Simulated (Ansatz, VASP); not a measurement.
# NaH in VASP and in Ansatz

```
Na H
1.0
     2.95512    0.00000    0.00000
     0.00000    2.95512    0.00000
     0.00000    0.00000    2.95512
Na H
1 1
Direct
  0.05076 0.00000 0.00000
  0.50000 0.50000 0.50000
```

Change from the starting cell: all Na atoms moved -0.150 Å, as atom 1 towards its neighbour atom 1 (Na) at 2.955 Å.

Alike in both runs: task single point; functional PBEsol; k mesh 10 × 10 × 10; occupations gaussian, width 0.05 eV; no spin polarisation.

|  | VASP | Ansatz |
| --- | --- | --- |
| version | VASP 6.6.1 | Ansatz 0.2.0 |
| potentials or method | VASP PAW PBE potentials, release 64 (Na_pv, H), cutoff 500 eV | scalar-relativistic, plane waves, PAW |
| valence electrons in the cell | 8 | 10 |

|  | VASP | Ansatz | Ansatz less VASP |
| --- | --- | --- | --- |
| gap on the k mesh at the Fermi level (eV) | 0.81 | 0.81 | +0.001 |
| least direct gap on the mesh (eV) | 4.30 | 4.30 | +0.004 |
| pressure (GPa) | -0.3 | -0.2 | +0.06 |
| traceless stress, the component that is largest in VASP (GPa) | 0.06 | 0.05 | -0.003 |
| rms of the force components (eV/Å) | 0.038 | 0.037 | -0.0010 |

VASP's potentials were made for PBE, not for PBEsol. Atom by atom the forces differ by 0.001 eV/Å (rms over components). The functional is the same, so the differences come from potentials, cutoffs and numerics. VASP's potentials hold 8 valence electrons a cell and Ansatz's 10, so a difference there can come from the potentials and not from the codes.
